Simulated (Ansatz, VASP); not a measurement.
## BaTiO3 in VASP and in Ansatz

```
Ba Ti O
1.0
     3.99980    0.00000    0.00000
     0.00000    3.99980    0.00000
     0.00000    0.00000    3.93764
Ba Ti O
1 1 3
Direct
  0.00000 0.00000 0.00000
  0.50000 0.50000 0.50000
  0.50000 0.50000 0.00000
  0.50000 0.00000 0.50000
  0.00000 0.50000 0.50000
```

Change from the starting cell: zz strain of -2 %, crystal datasets.

Alike in both runs: task electric field gradients; functional PBE; k mesh 7 × 7 × 7; occupations fermi-dirac, width 0.03 eV; no spin polarisation.

|  | VASP | Ansatz |
| --- | --- | --- |
| version | VASP 6.6.1 | Ansatz 0.2.0 |
| potentials or method | VASP PAW PBE potentials, release 64 (Ba_sv, Ti_sv, O), cutoff 520 eV | all-electron PAW with datasets made for the crystal, scalar-relativistic |

```csv
,VASP,Ansatz,Ansatz less VASP
gap on the k mesh at the Fermi level (eV),1.82,1.88,+0.064
pressure (GPa),7.2,5.3,-1.90
"traceless stress, the component that is largest in VASP (GPa)",2.27,2.20,-0.076
size of Vzz on the site where it differs most (V/Å²),2.0,1.7,-0.32
```

Ansatz ran all-electron here, and VASP with PAW potentials.

Spin-orbit coupling is off throughout.
